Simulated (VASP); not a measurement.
# GaAs (F-43m) in VASP: notebook

Aim: see how the results for GaAs move with the level of theory and the settings. Levels: PBEsol, PBE. Tasks: single point, relaxation of cell and atoms.

Everything below comes from runs of VASP 6.6.1. Logs are shortened: lines on timing, memory, paths and dates and some standing lists are left out, and cuts for length are marked.

## 1. The cell of the first run

It takes space group F-43m (No. 216, cubic). Conventional cell: a = 5.658 Å, b = 5.658 Å, c = 5.658 Å, α = 90.00°, β = 90.00°, γ = 90.00°. Ga (site symmetry -43m) has 4 As at 2.45 Å within 3.2 Å. Within 3.2 Å of As (site symmetry -43m) lie 4 Ga at 2.45 Å.

## 2. Single point, PBEsol

The input, INCAR:

```
SYSTEM = GaAs
  PREC = Accurate
  ENCUT = 520
  EDIFF = 1E-7
  ISMEAR = 0
  SIGMA = 0.01
  LREAL = .False.
  LASPH = .True.
  NELM = 80
  ALGO = Normal
  ISIF = 2
  LWAVE = .False.
  LCHARG = .False.
  GGA = PS
  NBANDS = 16
```

The input, KPOINTS:

```
Automatic mesh
0
Gamma
  10 10 10
  0 0 0
```

The input, POSCAR:

```
GaAs
1.0
    0.0000000000      2.8289764101      2.8289764101
    2.8289764101      0.0000000000      2.8289764101
    2.8289764101      2.8289764101      0.0000000000
Ga As
1 1
Direct
    0.0000000000      0.0000000000      0.0000000000
    0.7500000000      0.7500000000      0.7500000000
```

Potentials or basis: VASP PAW PBE potentials, release 64 (Ga_d, As).

The run is started by

```sh
$ cat potpaw_PBE.64/Ga_d/POTCAR potpaw_PBE.64/As/POTCAR > POTCAR
$ mpirun -np 1 vasp_std > vasp.out
```

OUTCAR:

```text
SYSTEM = GaAs
   PREC = Accurate
   ENCUT = 520
   EDIFF = 1E-7
   ISMEAR = 0
   LREAL = .False.
   LASPH = .True.
   NELM = 80
   ISIF = 2
   GGA = PS

 ion  position               nearest neighbor table
   1  0.000  0.000  0.000-   2 2.45   2 2.45   2 2.45   2 2.45
   2  0.750  0.750  0.750-   1 2.45   1 2.45   1 2.45   1 2.45

  LATTYP: Found a face centered cubic cell.
 ALAT       =     5.6579528202

  Lattice vectors:

 A1 = (   0.0000000000,   2.8289764101,   2.8289764101)
 A2 = (   2.8289764101,   0.0000000000,   2.8289764101)
 A3 = (   2.8289764101,   2.8289764101,   0.0000000000)

Analysis of symmetry for initial positions (statically):
=====================================================================
 Subroutine PRICEL returns:
 Original cell was already a primitive cell.

 Routine SETGRP: Setting up the symmetry group for a
 face centered cubic supercell.

 Subroutine GETGRP returns: Found 24 space group operations
 (whereof 24 operations were pure point group operations)
 out of a pool of 48 trial point group operations.

The static configuration has the point symmetry T_d .

Analysis of symmetry for dynamics (positions and initial velocities):
=====================================================================
 Subroutine PRICEL returns:
 Original cell was already a primitive cell.

 Routine SETGRP: Setting up the symmetry group for a
 face centered cubic supercell.

 Subroutine GETGRP returns: Found 24 space group operations
 (whereof 24 operations were pure point group operations)
 out of a pool of 48 trial point group operations.

The dynamic configuration has the point symmetry T_d .

 Subroutine INISYM returns: Found 24 space group operations
 (whereof 24 operations are pure point group operations),
 and found     1 'primitive' translations

----------------------------------------------------------------------------------------

                                     Primitive cell

  volume of cell :      45.2812

  direct lattice vectors                    reciprocal lattice vectors
     0.000000000  2.828976410  2.828976410    -0.176742372  0.176742372  0.176742372
     2.828976410  0.000000000  2.828976410     0.176742372 -0.176742372  0.176742372
     2.828976410  2.828976410  0.000000000     0.176742372  0.176742372 -0.176742372

  length of vectors
     4.000776807  4.000776807  4.000776807     0.306126768  0.306126768  0.306126768

  position of ions in fractional coordinates (direct lattice)
     0.000000000  0.000000000  0.000000000
     0.750000000  0.750000000  0.750000000

  ion indices of the primitive-cell ions
   primitive index   ion index
                 1           1
                 2           2

----------------------------------------------------------------------------------------

 KPOINTS: Automatic mesh

Automatic generation of k-mesh.
 Grid dimensions read from file:
 generate k-points for:   10   10   10

 Generating k-lattice:

  Cartesian coordinates                     Fractional coordinates (reciprocal lattice)
    -0.017674237  0.017674237  0.017674237     0.100000000  0.000000000  0.000000000
     0.017674237 -0.017674237  0.017674237     0.000000000  0.100000000  0.000000000
     0.017674237  0.017674237 -0.017674237     0.000000000  0.000000000  0.100000000

  Length of vectors
     0.030612677  0.030612677  0.030612677

  Shift w.r.t. Gamma in fractional coordinates (k-lattice)
     0.000000000  0.000000000  0.000000000

 Subroutine IBZKPT returns following result:
 ===========================================

 Found     47 irreducible k-points:

 Following reciprocal coordinates:
            Coordinates               Weight
  0.000000  0.000000  0.000000      1.000000
  0.100000  0.000000  0.000000      8.000000
  0.200000  0.000000  0.000000      8.000000
  0.300000  0.000000  0.000000      8.000000
  0.400000  0.000000  0.000000      8.000000
  0.500000  0.000000  0.000000      4.000000
[... 16 lines left out ...]
  0.300000  0.300000  0.000000      6.000000
  0.400000  0.300000  0.000000     24.000000
 [... further k-points ...]
   k-points           NKPTS =     47   k-points in BZ     NKDIM =     47   number of bands    NBANDS=     16
   number of dos      NEDOS =    301   number of ions     NIONS =      2
   total plane-waves  NPLWV =  27000
   dimension x,y,z NGX =    30 NGY =   30 NGZ =   30
   dimension x,y,z NGXF=    60 NGYF=   60 NGZF=   60
   ions per type =               1   1
   NGX,Y,Z   is equivalent  to a cutoff of  12.47, 12.47, 12.47 a.u.
   NGXF,Y,Z  is equivalent  to a cutoff of  24.93, 24.93, 24.93 a.u.
 SYSTEM =  GaAs
   PREC   = accura    normal or accurate (medium, high low for compatibility)
   ISTART =      0    job   : 0-new  1-cont  2-samecut
   ICHARG =      2    charge: 1-file 2-atom 10-const
   ISPIN  =      1    spin polarized calculation?
   LNONCOLLINEAR =      F non collinear calculations
   LSORBIT =      F    spin-orbit coupling
   LASPH  =      T    aspherical Exc in radial PAW
   ENCUT  =  520.0 eV  38.22 Ry    6.18 a.u.   7.44  7.44  7.44*2*pi/ulx,y,z
   NELM   =     80;   NELMIN=  2; NELMDL= -5     # of ELM steps
   EDIFF  = 0.1E-06   stopping-criterion for ELM
   LREAL  =      F    real-space projection
   EDIFFG = 0.1E-05   stopping-criterion for IOM
   NSW    =      0    number of steps for IOM
   IBRION =     -1    ionic relax: 0-MD 1-quasi-New 2-CG
   NFREE  =      0    steps in history (QN), initial steepest desc. (CG)
   ISIF   =      2    stress and relaxation
   ISYM   =      2    0-nonsym 1-usesym 2-fastsym
   POTIM  = 0.5000    time-step for ionic-motion
   TEBEG  =    0.0;   TEEND  =   0.0 temperature during run
   PSTRESS=    0.0 pullay stress
   NELECT =      18.0000    total number of electrons
   NUPDOWN=      -1.0000    fix difference up-down
   EMIN   =  10.00;   EMAX   =-10.00  energy-range for DOS
   EFERMI =   0.00;   METHOD = LEGACY
   ISMEAR =     0;   SIGMA  =   0.01  broadening in eV -4-tet -1-fermi 0-gaus
   EFERMI_NEDOS =   21; number of points for ismear=-14 and -15
   IALGO  =     38    algorithm
   IMIX   =      4    mixing-type and parameters
     AMIX     =   0.40;   BMIX     =  1.00
     AMIX_MAG =   1.60;   BMIX_MAG =  1.00
  volume/ion in A,a.u.               =      22.64       152.79
  Fermi-wavevector in a.u.,A,eV,Ry     =   1.203722  2.274705 19.714129  1.448948
  Thomas-Fermi vector in A             =   2.339468
   LORBIT       =      0    0 simple, 1 ext, 2 COOP (PROOUT), +10 PAW based schemes
   GGA     = PS    functional components
   LHFCALC =     F    Hartree Fock is set to
   AEXX    =    0.0000 exact exchange contribution
   IVDW    =     0    specifies the selected vdW correction
   LEPSILON=     F    determine dielectric tensor
   LRPA    =     F    only Hartree local field effects (RPA)
 non-spin polarized calculation
 Gauss-broadening in eV      SIGMA  =   0.01
  energy-cutoff  :      520.00
  volume of cell :       45.28
 maximum number of plane-waves:      1243
 NGX is ok and might be reduce to    30
   NGX = 15   NGY = 15   NGZ = 15

 number of electron      17.9999993 magnetization

 Free energy of the ion-electron system (eV)
  ---------------------------------------------------
  ext. energy  EPLUGINS =         0.00000000
  ---------------------------------------------------
  free energy    TOTEN  =        -9.09149973 eV

  energy without entropy =       -9.09149973  energy(sigma->0) =       -9.09149973

 E-fermi :   3.8794     XC(G=0):  -9.7630

 val. band max:        3.7827308900   @ k =   0.0000   0.0000   0.0000
 cond. band min:       4.2219373483   @ k =   0.0000   0.0000   0.0000
 fundamental gap:      0.4392064583
 Fermi energy:         3.8793960599

 k-point     1 :       0.0000    0.0000    0.0000
  band No.  band energies     occupation
      1     -10.9872      2.00000
      2     -10.9872      2.00000
      3     -10.9872      2.00000
      4     -10.9076      2.00000
      5     -10.9076      2.00000
      6      -8.9533      2.00000
[... 8 lines left out ...]
     15      13.8866      0.00000
     16      13.8866      0.00000

 k-point     2 :       0.1000    0.0000    0.0000
  band No.  band energies     occupation
      1     -10.9962      2.00000
      2     -10.9848      2.00000
      3     -10.9848      2.00000
      4     -10.9078      2.00000
      5     -10.9078      2.00000
      6      -8.8355      2.00000
[... 8 lines left out ...]
     15      13.1828      0.00000
     16      13.1828      0.00000

 k-point     3 :       0.2000    0.0000    0.0000
  band No.  band energies     occupation
      1     -11.0183      2.00000
      2     -10.9791      2.00000
      3     -10.9791      2.00000
      4     -10.9077      2.00000
      5     -10.9077      2.00000
      6      -8.4970      2.00000
[... 8 lines left out ...]
     15      12.6803      0.00000
     16      12.6803      0.00000

 k-point     4 :       0.3000    0.0000    0.0000
  band No.  band energies     occupation
      1     -11.0430      2.00000
      2     -10.9730      2.00000
      3     -10.9730      2.00000
      4     -10.9067      2.00000
      5     -10.9067      2.00000
      6      -7.9899      2.00000
[... 8 lines left out ...]
     15      13.0564      0.00000
     16      13.0564      0.00000

 k-point     5 :       0.4000    0.0000    0.0000
  band No.  band energies     occupation
      1     -11.0613      2.00000
      2     -10.9690      2.00000
      3     -10.9690      2.00000
      4     -10.9048      2.00000
      5     -10.9048      2.00000
      6      -7.4483      2.00000
[... 8 lines left out ...]
     15      14.2783      0.00000
     16      14.2783      0.00000

 k-point     6 :       0.5000    0.0000    0.0000
  band No.  band energies     occupation
      1     -11.0680      2.00000
      2     -10.9677      2.00000
      3     -10.9677      2.00000
      4     -10.9038      2.00000
      5     -10.9038      2.00000
      6      -7.1820      2.00000
[... 8 lines left out ...]
     15      15.5861      0.00000
     16      15.5861      0.00000

 k-point     7 :       0.1000    0.1000    0.0000
  band No.  band energies     occupation
      1     -11.0015      2.00000
      2     -10.9826      2.00000
      3     -10.9826      2.00000
      4     -10.9095      2.00000
      5     -10.9064      2.00000
      6      -8.7963      2.00000
[... 8 lines left out ...]
     15      12.2985      0.00000
     16      14.0480      0.00000

 k-point     8 :       0.2000    0.1000    0.0000
  band No.  band energies     occupation
      1     -11.0192      2.00000
      2     -10.9779      2.00000
      3     -10.9769      2.00000
      4     -10.9112      2.00000
      5     -10.9053      2.00000
      6      -8.5311      2.00000
[... 8 lines left out ...]
     15      13.1291      0.00000
     16      13.7278      0.00000

 k-point     9 :       0.3000    0.1000    0.0000
  band No.  band energies     occupation
      1     -11.0411      2.00000
      2     -10.9727      2.00000
      3     -10.9704      2.00000
      4     -10.9116      2.00000
      5     -10.9041      2.00000
      6      -8.0767      2.00000
[... 8 lines left out ...]
     15      13.4450      0.00000
     16      13.8581      0.00000
[... 172 lines left out ...]
 k-point    19 :       0.5000    0.2000    0.0000
  band No.  band energies     occupation
      1     -11.0748      2.00000
      2     -10.9614      2.00000
      3     -10.9565      2.00000
      4     -10.9143      2.00000
      5     -10.9018      2.00000
      6      -6.9947      2.00000
[... 8 lines left out ...]
     15      15.5510      0.00000
     16      15.6498      0.00000

 k-point    20 :      -0.4000    0.2000    0.0000
  band No.  band energies     occupation
      1     -11.0742      2.00000
      2     -10.9624      2.00000
      3     -10.9579      2.00000
      4     -10.9101      2.00000
      5     -10.9052      2.00000
      6      -6.9194      2.00000
[... 8 lines left out ...]
     15      13.7990      0.00000
     16      15.2433      0.00000

 k-point    21 :      -0.3000    0.2000    0.0000
  band No.  band energies     occupation
      1     -11.0651      2.00000
      2     -10.9644      2.00000
      3     -10.9625      2.00000
      4     -10.9090      2.00000
      5     -10.9071      2.00000
      6      -7.2973      2.00000
[... 8 lines left out ...]
     15      13.9025      0.00000
     16      15.7707      0.00000

 k-point    22 :      -0.2000    0.2000    0.0000
  band No.  band energies     occupation
      1     -11.0498      2.00000
      2     -10.9695      2.00000
      3     -10.9678      2.00000
      4     -10.9107      2.00000
      5     -10.9057      2.00000
      6      -7.8155      2.00000
[... 8 lines left out ...]
     15      14.2707      0.00000
     16      15.0164      0.00000

 k-point    23 :       0.3000    0.3000    0.0000
  band No.  band energies     occupation
      1     -11.0676      2.00000
      2     -10.9554      2.00000
      3     -10.9554      2.00000
      4     -10.9236      2.00000
      5     -10.8992      2.00000
      6      -7.6544      2.00000
[... 8 lines left out ...]
     15      15.3231      0.00000
     16      16.0895      0.00000

 k-point    24 :       0.4000    0.3000    0.0000
  band No.  band energies     occupation
      1     -11.0799      2.00000
      2     -10.9509      2.00000
      3     -10.9494      2.00000
      4     -10.9256      2.00000
      5     -10.8980      2.00000
      6      -7.2136      2.00000
[... 8 lines left out ...]
     15      16.0224      0.00000
     16      16.4913      0.00000

 [... further k-points ...]

------------------------ aborting loop because EDIFF is reached ----------------------------------------

  FORCE on cell =-STRESS in cart. coord.  units (eV):
  Direction    XX          YY          ZZ          XY          YZ          ZX
  --------------------------------------------------------------------------------------
  -------------------------------------------------------------------------------------
  Total        0.0546452      0.0546452      0.0546452     -0.0000000      0.0000000     -0.0000000
  in kB        1.9335018      1.9335018      1.9335018     -0.0000000      0.0000000     -0.0000000
  external PRESSURE =       1.9335018 kB  Pullay stress =       0.0000000 kB

 VOLUME and BASIS-vectors are now :
 -----------------------------------------------------------------------------
  energy-cutoff  :      520.00
  volume of cell :       45.28
      direct lattice vectors                 reciprocal lattice vectors
     0.000000000  2.828976410  2.828976410    -0.176742372  0.176742372  0.176742372
     2.828976410  0.000000000  2.828976410     0.176742372 -0.176742372  0.176742372
     2.828976410  2.828976410  0.000000000     0.176742372  0.176742372 -0.176742372

 POSITION                                       TOTAL-FORCE (eV/Angst)
 -----------------------------------------------------------------------------------
      0.00000      0.00000      0.00000         0.000000      0.000000      0.000000
      4.24346      4.24346      4.24346        -0.000000     -0.000000     -0.000000
 -----------------------------------------------------------------------------------
    total drift:                               -0.000000     -0.000000     -0.000000

  FREE ENERGIE OF THE ION-ELECTRON SYSTEM (eV)
  ---------------------------------------------------
  free  energy   TOTEN  =        -9.0914997289 eV

  energy  without entropy=       -9.0914997289  energy(sigma->0) =       -9.09149973
```

Run time: 52 s. Hardware: 1 thread of Intel Xeon 8259CL, shared host; peak memory 0.19 GiB.

What came out:

* Free energy: -9.0915 eV
* Pressure: 0.2 GPa
* Band gap on the k mesh: 0.44 eV

Caveat: the PAW data sets were made with another functional, which shifts forces and pressure a little. A k mesh can miss the band edges.

## 3. Single point, PBE

This run uses another cell than the first one, of 23.71 Å³/atom.

The input, INCAR:

```
SYSTEM = GaAs
ALGO = Normal
EDIFF = 1E-7
ENCUT = 520
GGA = PE
ISIF = 2
ISMEAR = 0
LASPH = .True.
LCHARG = .False.
LREAL = .False.
LWAVE = .False.
NBANDS = 16
NELM = 60
PREC = Accurate
SIGMA = 0.01
```

The input, KPOINTS:

```
k-points
0
Gamma
  10 10 10
  0 0 0
```

The input, POSCAR:

```
GaAs
1.0
    0.0000000000      2.8729623620      2.8729623620
    2.8729623620      0.0000000000      2.8729623620
    2.8729623620      2.8729623620      0.0000000000
Ga As
1 1
Direct
    0.0000000000      0.0000000000      0.0000000000
    0.7500000000      0.7500000000      0.7500000000
```

Potentials or basis: VASP PAW PBE potentials, release 64 (Ga_d, As).

The run is started by

```sh
$ cat potpaw_PBE.64/Ga_d/POTCAR potpaw_PBE.64/As/POTCAR > POTCAR
$ mpirun -np 1 vasp_std > vasp.out
```

Run time: 75 s. Hardware: 1 thread of Intel Xeon 8259CL, shared host; peak memory 0.19 GiB.

The run converged. Its results:

```yaml
Free_energy: -8.2753 eV
Pressure: 0.1 GPa
Band_gap_on_the_k_mesh: 0.16 eV
```

Levels at points of the mesh, in eV from the valence-band top:
```
           k point  band 6  band 7  band 8  band 9  band 10  band 11  band 12  band 13
(0.00, 0.00, 0.00)  -12.39    0.00    0.00    0.00     0.16     3.72     3.72     3.72
(0.50, 0.00, 0.00)  -10.77   -6.38   -1.07   -1.07     0.87     4.62     4.62     7.70
(0.50, 0.50, 0.00)  -10.09   -6.60   -2.51   -2.51     1.55     1.68     9.78     9.78
```

## 4. Relaxation of cell and atoms, PBE

This run uses another cell than the first one, of 23.77 Å³/atom.

The input, INCAR:

```
PREC = Accurate
ENCUT = 600
EDIFF = 1E-6
ISMEAR = 0
SIGMA = 0.01
LREAL = F
LASPH = T
NELM = 60
ALGO = Normal
ISIF = 3
LWAVE = F
LCHARG = F
GGA = PE
IBRION = 2
NSW = 100
EDIFFG = -0.005
```

The input, KPOINTS:

```
regular mesh
0
Gamma
  10 10 10
```

The input, POSCAR:

```
GaAs
1.0
    0.0000000000      2.8750910500      2.8750910500
    2.8750910500      0.0000000000      2.8750910500
    2.8750910500      2.8750910500      0.0000000000
Ga As
1 1
Direct
    0.0000000000      0.0000000000      0.0000000000
    0.7500000000      0.7500000000      0.7500000000
```

The run is started by

```sh
$ cat potpaw_PBE.64/Ga_d/POTCAR potpaw_PBE.64/As/POTCAR > POTCAR
$ mpirun -np 1 vasp_std > vasp.out
```

Run time: 45 s. Hardware: 1 thread of Intel Xeon 8259CL, shared host; peak memory 0.2 GiB.

It converged, with:

- Free energy: -8.2751 eV
- Pressure after relaxing: 0.0 GPa
- Band gap on the k mesh: 0.14 eV

Final structure:
```
Ga As
1.0
     0.00000    2.87509    2.87509
     2.87509    0.00000    2.87509
     2.87509    2.87509    0.00000
Ga As
1 1
Direct
  0.00000 0.00000 0.00000
  0.75000 0.75000 0.75000
```

Levels at points of the mesh, in eV from the valence-band top:
```
           k point  band 6  band 7  band 8  band 9  band 10  band 11  band 12  band 13
(0.00, 0.00, 0.00)  -12.37    0.00    0.00    0.00     0.14     3.72     3.72     3.72
(0.50, 0.00, 0.00)  -10.76   -6.37   -1.07   -1.07     0.86     4.62     4.62     7.70
(0.50, 0.50, 0.00)  -10.09   -6.59   -2.50   -2.50     1.56     1.68     9.77     9.77
```

Caveat: the relaxation stopped at its first step, so nothing moved.

## 5. Summary

| task | level | cell | cutoff (eV) | gap on the mesh (eV) | pressure (GPa) |
| --- | --- | --- | --- | --- | --- |
| single point | PBEsol | a = 4.001 Å, angles 60.0°, 2 atoms | 520 | 0.44 | 0.2 |
| single point | PBE | a = 4.063 Å, angles 60.0°, 2 atoms | 520 | 0.16 | 0.1 |
| relaxation of cell and atoms | PBE | relaxed from a = 4.066 Å, angles 60.0°, 2 atoms | 600 | 0.14 | 0.0 |

Alike in all rows: potentials or basis VASP PAW PBE potentials, release 64 (Ga_d, As); no spin polarisation; k mesh 10 × 10 × 10; smearing gaussian 0.01 eV.

Caveats: the PAW data sets were made with another functional, which shifts forces and pressure a little (at least some runs); the relaxation stopped at its first step, so nothing moved (at least some runs).

Total energies depend on the potentials used, so only differences within one code and one set of settings carry meaning.
